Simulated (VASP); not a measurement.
SiGe2: single point with PBE

Crystal: SiGe2.

```
CELL_PARAMETERS angstrom
0.00000 3.11035 3.11035
3.11035 0.00000 3.11035
3.11035 3.11035 0.00000
ATOMIC_POSITIONS crystal
Si 0.00000 0.00000 0.00000
Ge 0.75000 0.75000 0.75000
Ge 0.25000 0.25000 0.25000
```

```json
{
  "Program": "VASP 6.6.1",
  "Task": "single point",
  "Functional": "PBE",
  "Potentials or basis": "VASP PAW PBE potentials, release 64 (Si, Ge_d)",
  "Cutoff": "520 eV",
  "k mesh": "12 × 12 × 12",
  "Occupations": "gaussian, width 0.1 eV",
  "Spin": "no spin polarisation"
}
```

```yaml
Pressure: -0.1 GPa
Band_gap_on_the_k_mesh: zero (bands 16 and 17 overlap by 2.09 eV)
```

Levels at points of the mesh, in eV from the Fermi level:
```tsv
k point	band 12	band 13	band 14	band 15	band 16	band 17	band 18	band 19	band 20	band 21
(0.00, 0.00, 0.00)	-4.50	-1.57	-1.57	-1.57	-1.36	-1.04	-1.04	-1.04	4.05	4.05
(0.50, 0.00, 0.00)	-9.55	-4.39	-2.75	-2.75	-0.66	-0.66	0.02	5.06	5.72	5.72
(0.50, 0.50, 0.00)	-8.77	-7.06	-4.62	-4.62	-1.20	4.14	4.14	4.88	6.38	6.38
```

It took 41 s on 1 thread of Intel(R) Xeon(R) 6975P-C (Granite Rapids) (shared host), peak memory 0.25 GiB.
